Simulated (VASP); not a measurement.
SrTe:

```
Sr Te
1.0
     0.00000    3.35276    3.35276
     3.35276    0.00000    3.35276
     3.35276    3.35276    0.00000
Sr Te
1 1
Direct
  0.00000 0.00000 0.00000
  0.50000 0.50000 0.50000
```

Base run:

- Program: VASP 6.6.1
- Functional: PBE0
- Potentials or basis: VASP PAW PBE potentials, release 64 (Sr_sv, Te)
- Cutoff: 400 eV
- k mesh: 4 × 4 × 4
- Occupations: gaussian, width 0.01 eV
- Spin: no spin polarisation

Its results: band gap on the k mesh 3.18 eV, indirect (least direct gap 4.01 eV); pressure -0.2 GPa.

Task: The run is repeated on the same cell with these changes: functional from PBE0 to HSE06. What comes out?

Result: Band gap on the k mesh 2.49 eV, indirect (least direct gap 3.30 eV); pressure -0.2 GPa.

Caveats: the PAW data sets were made with another functional, which shifts forces and pressure a little; spin-orbit coupling is left out, which moves the levels of the heavy elements.

A k mesh can miss the band edges.
